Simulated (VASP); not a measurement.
A run of VASP 6.6.1 is set up as follows.

INCAR

```
SYSTEM = InSb
  ALGO = Normal
  EDIFF = 1E-6
  ENCUT = 500
  GGA = PS
  GGA_COMPAT = .False.
  ISIF = 2
  ISMEAR = -1
  LASPH = .True.
  LCHARG = .False.
  LREAL = .False.
  LWAVE = .False.
  NBANDS = 26
  NELM = 120
  PREC = Accurate
  SIGMA = 0.02
```

File KPOINTS:

```
k-points
0
Gamma
  6 6 4
  0 0 0
```

Contents of POSCAR:

```
InSb
1.0
    5.0295613216      0.0000000000      0.0000000000
   -2.5147806608      4.3557278744      0.0000000000
    0.0000000000      0.0000000000      6.2057926258
In Sb
2 2
Direct
    0.3333333333      0.6666666667      0.2500000000
    0.6666666667      0.3333333333      0.7500000000
    0.6666666667      0.3333333333      0.2500000000
    0.3333333333      0.6666666667      0.7500000000
```

Potentials or basis: VASP PAW PBE potentials, release 64 (In_d, Sb).

Run with:

```bash
$ cat potpaw_PBE.64/In_d/POTCAR potpaw_PBE.64/Sb/POTCAR > POTCAR
$ mpirun -np 1 vasp_std > vasp.out
```

Task: What does it give for the band gap on the k mesh?

Result: Zero (bands 18 and 19 overlap by 1.19 eV).

Task: What does it give for the pressure?

Result: -0.9 GPa.

Stress tensor (GPa, compression positive):
```
-0.56  0.00  0.00
 0.00 -0.56  0.00
 0.00  0.00 -1.55
```

Caveat: the PAW data sets were made with another functional, which shifts forces and pressure a little; spin-orbit coupling is left out, which moves the levels of the heavy elements.
